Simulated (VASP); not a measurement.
A run of VASP 6.6.1 is set up as follows.

INCAR

```
ALGO = Normal ; EDIFF = 1E-7
EDIFFG = -0.01 ; ENCUT = 600
GGA = PS ; IBRION = 2
ISIF = 3 ; ISMEAR = -1
LASPH = T ; LCHARG = F
LREAL = F ; LWAVE = F
NELM = 100 ; NSW = 100
PREC = Accurate ; SIGMA = 0.03
```

The input KPOINTS:

```
k-points
0
Gamma
  6 6 6
```

POSCAR

```
NaAg2H3
1.0
    2.5085255600     -4.1951898500      0.0000000000
    2.5085255600      4.1951898500      0.0000000000
    0.0000000000      0.0000000000      3.9224081300
Na Ag H
1 2 3
Direct
    0.5000000000      0.5000000000      0.0000000000
    0.0000000000      0.5000000000      0.5000000000
    0.5000000000      0.0000000000      0.5000000000
    0.1610669100      0.8389330900      0.0000000000
    0.8389330900      0.1610669100      0.0000000000
    0.0000000000      0.0000000000      0.5000000000
```

Potentials or basis: VASP PAW PBE potentials, release 64 (Na_pv, Ag, H).

Launch:

```bash
$ cat potpaw_PBE.64/Na_pv/POTCAR potpaw_PBE.64/Ag/POTCAR potpaw_PBE.64/H/POTCAR > POTCAR
$ mpirun -np 1 vasp_std > vasp.out
```

**Question.** Estimate the band gap on the k mesh.

**Answer.** Zero (band 16 reaches 6.16 eV, above the bottom of band 17 at 3.77 eV).

**Question.** Estimate the relaxed cell.

**Answer.** a = 5.387 Å, b = 5.387 Å, c = 3.104 Å, α = 90.00°, β = 90.00°, γ = 122.11°.

**Question.** Estimate the relaxed volume.

**Answer.** 12.72 Å³/atom.

**Question.** What does it give for the space group after relaxing (to 0.05 Å)?

**Answer.** Cmmm (No. 65).

Forces on the atoms (eV/Å):
```
Na   0.000  0.000  0.000
Ag   0.000  0.000  0.000
Ag   0.000  0.000  0.000
H    0.000 -0.004  0.000
H    0.000  0.004  0.000
H    0.000  0.000  0.000
```

Caveat: the PAW data sets were made with another functional, which shifts forces and pressure a little.
